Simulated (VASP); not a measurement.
Crystal: HfO2.

```
Hf O
1.0
     5.11291    0.00000    0.00000
     0.00000    4.90260    0.00000
     0.00000    0.00000    4.92995
Hf O
4 8
Direct
  0.96699 0.73252 0.74144
  0.53301 0.73252 0.24144
  0.46699 0.26748 0.74144
  0.03301 0.26748 0.24144
  0.63213 0.92865 0.87927
  0.86787 0.92865 0.37927
  0.23395 0.53988 0.49229
  0.26605 0.53988 0.99229
  0.76605 0.46012 0.99229
  0.73395 0.46012 0.49229
  0.13213 0.07135 0.87927
  0.36787 0.07135 0.37927
```

Base run:

| Quantity | Value |
| --- | --- |
| Program | VASP 6.6.1 |
| Functional | PBE |
| Dispersion | D3(BJ) |
| Potentials or basis | VASP PAW PBE potentials, release 64 (Hf_pv, O) |
| Cutoff | 520 eV |
| k mesh | 5 × 6 × 5 |
| Occupations | fermi-dirac, width 0.05 eV |
| Spin | no spin polarisation |

Its results: band gap on the k mesh 4.65 eV (least direct gap 4.85 eV); pressure 21.6 GPa; largest force 0.324 eV/Å.

Q: The run is repeated on the same cell with these changes: functional from PBE to RPBE. What comes out?

A: Band gap on the k mesh 4.73 eV (least direct gap 4.92 eV); pressure 5.9 GPa; largest force 0.411 eV/Å.

Caveats: the cell stands under pressure; spin-orbit coupling is left out, which moves the levels of the heavy elements; the dispersion term is far too large for a dense solid, which distorts pressure and volume (at least some runs); the PAW data sets were made with another functional, which shifts forces and pressure a little (at least some runs).

A k mesh can miss the band edges.
